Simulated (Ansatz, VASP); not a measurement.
Sn2Se in VASP and in Ansatz

```
Sn Se
1.0
     0.00000    3.58736    3.58736
     3.58736    0.00000    3.58736
     3.58736    3.58736    0.00000
Sn Se
2 1
Direct
  0.25000 0.25000 0.25000
  0.75000 0.75000 0.75000
  0.50000 0.50000 0.50000
```

Alike in both runs: functional PBE; k mesh 12 × 12 × 12; occupations gaussian, width 0.1 eV; no spin polarisation.

Ansatz relaxed the structure, and its values are those at the end. VASP's run is a single point on that final structure, the one shown.

```csv
,VASP,Ansatz
version,VASP 6.6.1,Ansatz 0.2.0
potentials or method,"VASP PAW PBE potentials, release 64 (Sn_d, Se), cutoff 520 eV","scalar-relativistic, plane waves, PAW"
valence electrons in the cell,34,44
```

```tsv
	VASP	Ansatz	Ansatz less VASP
gap on the k mesh at the Fermi level (eV)	none	none	-
pressure (GPa)	0.0	0.0	+0.01
```

A gap of «none» marks a metal or a gap that the smearing closes. VASP's potentials hold 34 valence electrons a cell and Ansatz's 44, so a difference there can come from the potentials and not from the codes.
